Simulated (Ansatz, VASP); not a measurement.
## One calculation of Cu3Sn2, two programs

Contents of INCAR:

```
SYSTEM = Cu3Sn2
PREC = Accurate
ENCUT = 520
EDIFF = 1E-6
ISMEAR = 0
SIGMA = 0.2
LREAL = .False.
LASPH = .True.
NELM = 100
ALGO = Fast
ISIF = 2
LWAVE = .False.
LCHARG = .False.
GGA = PE
NBANDS = 72
```

The input KPOINTS:

```
regular mesh
0
Gamma
  4 4 2
  0 0 0
```

Contents of POSCAR:

```
Cu3Sn2
1.0
    4.8497378972      0.0000000000      0.0000000000
    0.0000000000      4.8497378972      0.0000000000
    0.0000000000      0.0000000000      9.6994757945
Cu Sn
6 4
Direct
    0.5000000000      0.0000000000      0.0000000000
    0.5000000000      0.0000000000      0.5000000000
    0.0000000000      0.5000000000      0.0000000000
    0.0000000000      0.5000000000      0.5000000000
    0.0000000000      0.0000000000      0.2500000000
    0.0000000000      0.0000000000      0.7500000000
    0.0000000000      1.0000000000      0.5000000000
    0.0000000000      1.0000000000      0.0000000000
    0.5000000000      0.5000000000      0.2500000000
    0.5000000000      0.5000000000      0.7500000000
```

Input for Ansatz:

```yaml
crystal:
  lattice:
    - [4.8497378972, 0.0, 0.0]
    - [0.0, 4.8497378972, 0.0]
    - [0.0, 0.0, 9.6994757945]
  atoms:
    - { symbol: Cu, position: [0.5, 0.0, 0.0] }
    - { symbol: Cu, position: [0.5, 0.0, 0.5] }
    - { symbol: Cu, position: [0.0, 0.5, 0.0] }
    - { symbol: Cu, position: [0.0, 0.5, 0.5] }
    - { symbol: Cu, position: [0.0, 0.0, 0.25] }
    - { symbol: Cu, position: [0.0, 0.0, 0.75] }
    - { symbol: Sn, position: [0.0, 1.0, 0.5] }
    - { symbol: Sn, position: [0.0, 1.0, 0.0] }
    - { symbol: Sn, position: [0.5, 0.5, 0.25] }
    - { symbol: Sn, position: [0.5, 0.5, 0.75] }
basis:
  ecutwfc: 420
kpoints:
  mp_grid: { grid: [4, 4, 2] }
hamiltonian:
  xc: pbe
scf:
  occupations: { method: gaussian, width: 0.2 }
  lower_state_search: "off"
output:
  forces: true
  stress: true
  eigenvalues: true
```

Alike in both runs: task single point; functional PBE; k mesh 4 × 4 × 2; occupations gaussian, width 0.2 eV; no spin polarisation.

|  | VASP | Ansatz |
| --- | --- | --- |
| version | VASP 6.6.1 | Ansatz 0.2.0 |
| potentials or method | VASP PAW PBE potentials, release 64 (Cu, Sn_d), cutoff 520 eV | scalar-relativistic, plane waves, PAW |
| valence electrons in the cell | 122 | 170 |

```tsv
	VASP	Ansatz	Ansatz less VASP
gap on the k mesh at the Fermi level (eV)	none	none	-
pressure (GPa)	0.0	-0.1	-0.08
```

A gap of «none» marks a metal or a gap that the smearing closes. VASP's potentials hold 122 valence electrons a cell and Ansatz's 170, so a difference there can come from the potentials and not from the codes.
